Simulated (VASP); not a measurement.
A run of VASP 6.6.1 is set up as follows.

The input INCAR:

```
SYSTEM = Ni
PREC = Accurate
ENCUT = 520
EDIFF = 1E-7
ISMEAR = -1
SIGMA = 0.1
LREAL = .False.
LASPH = .True.
NELM = 80
ALGO = Normal
ISIF = 2
LWAVE = .False.
LCHARG = .False.
NBANDS = 11
```

File KPOINTS:

```
regular mesh
0
Gamma
  16 16 16
  0 0 0
```

File POSCAR:

```
Ni
1.0
    0.0000000000      1.6755447568      1.6755447568
    1.6755447568      0.0000000000      1.6755447568
    1.6755447568      1.6755447568      0.0000000000
Ni
1
Direct
    0.0000000000      0.0000000000      0.0000000000
```

Potentials or basis: VASP PAW LDA potentials, release 64 (Ni).

Run with:

```bash
$ cat potpaw_LDA.64/Ni/POTCAR > POTCAR
$ mpirun -np 1 vasp_std > vasp.out
```

Estimate the pressure.

18.3 GPa.

Estimate the band gap on the k mesh.

zero (band 5 reaches 11.36 eV, above the bottom of band 6 at 10.16 eV).

Caveat: the run has no spin polarisation, though such a crystal can be magnetic. Spin polarisation is off, so any magnetic state and its effect on volume and gap are missing.
